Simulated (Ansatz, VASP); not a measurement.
This is a calculation of TePb for VASP 6.6.1.

The input INCAR:

```
  AGGAC = 1.0
  AGGAX = 1.0
  ALDAC = 0.0
  ALDAX = 1.0
  ALGO = Normal
  EDIFF = 1E-7
  ENCUT = 520
  GGA = B5
  ISIF = 2
  ISMEAR = -1
  IVDW = 12
  LASPH = True
  LCHARG = False
  LREAL = False
  LWAVE = False
  NBANDS = 17
  NELM = 80
  PREC = Accurate
  SIGMA = 0.05
  VDW_A1 = 0.4298
  VDW_A2 = 4.2359
  VDW_S6 = 1.0
  VDW_S8 = 2.6996
```

The input KPOINTS:

```
k-points
0
Gamma
  7 7 7
```

POSCAR

```
TePb
1.0
    0.0000000000      3.2523979746      3.2523979746
    3.2523979746      0.0000000000      3.2523979746
    3.2523979746      3.2523979746      0.0000000000
Pb Te
1 1
Direct
    0.0000000000      0.0000000000      0.0000000000
    0.5000000000      0.5000000000      0.5000000000
```

Potentials or basis: VASP PAW PBE potentials, release 64 (Pb_d, Te).

The run is started by

```console
$ cat potpaw_PBE.64/Pb_d/POTCAR potpaw_PBE.64/Te/POTCAR > POTCAR
$ mpirun -np 1 vasp_std > vasp.out
```

Translate it to Ansatz 0.2.0. Potentials there: Ansatz PAW.

As run (the cutoff follows the program's own potentials):

Contents of input.yaml:

```yaml
crystal:
  lattice:
    - [0.0, 3.2523979746, 3.2523979746]
    - [3.2523979746, 0.0, 3.2523979746]
    - [3.2523979746, 3.2523979746, 0.0]
  atoms:
    - { symbol: Pb, position: [0.0, 0.0, 0.0] }
    - { symbol: Te, position: [0.5, 0.5, 0.5] }
hamiltonian:
  xc: blyp
  pseudopotentials: { kind: paw }
  dispersion: d3bj
kpoints:
  mp_grid: { grid: [7, 7, 7] }
scf:
  occupations: { method: fermi_dirac, width: 0.05 }
output:
  forces: true
  stress: true
  eigenvalues: true
```

Potentials or basis: Ansatz PAW.

Command:

```console
$ ansatz run input.yaml --threads 2 --pin off --max-ram 5120MiB --backend cpu --events-out ev --progress --plain --runs-dir out
```

Both were run:

|  | VASP | Ansatz | Ansatz less VASP |
| --- | --- | --- | --- |
| pressure (GPa) | -0.1 | -0.3 | -0.14 |

VASP's potentials were made for PBE, not for BLYP. VASP's potentials hold 20 valence electrons a cell and Ansatz's 30, so a difference there can come from the potentials and not from the codes.

Neither program's run includes spin-orbit coupling.
